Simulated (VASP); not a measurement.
Here is a VASP 6.6.1 calculation.

The input INCAR:

```
SYSTEM = Pb
PREC = Accurate
ENCUT = 520
EDIFF = 1E-7
ISMEAR = -1
SIGMA = 0.05
LREAL = .FALSE.
LASPH = .TRUE.
NELM = 60
ALGO = Normal
ISIF = 2
LWAVE = .FALSE.
LCHARG = .TRUE.
GGA = CA
LELF = .TRUE.
LVHAR = .TRUE.
NBANDS = 21
```

File KPOINTS:

```
regular mesh
0
G
  8 8 8
  0 0 0
```

Contents of POSCAR:

```
Pb
1.0
    0.0000000000      3.4390000555      3.5421700572
    3.4390000555      0.0000000000      3.5421700572
    3.4390000555      3.4390000555      0.0000000000
Pb
2
Direct
    0.0000000000      0.0000000000      0.0000000000
    0.2500000000      0.2500000000      0.2500000000
```

Potentials or basis: VASP PAW LDA potentials, release 64 (Pb_d).

Run with:

```bash
$ cat potpaw_LDA.64/Pb_d/POTCAR > POTCAR
$ mpirun -np 1 vasp_std > vasp.out
```

Task: Estimate the band gap on the k mesh.

Result: Zero (bands 14 and 15 overlap by 1.07 eV).

Task: What does it give for the pressure?

Result: -1.6 GPa.

Stress tensor (GPa, compression positive):
```
-1.45  0.00  0.00
 0.00 -1.45  0.00
 0.00  0.00 -1.82
```

Caveat: the cell differs from its parent crystal (zz strain of +3 %); spin-orbit coupling is left out, which moves the levels of the heavy elements.
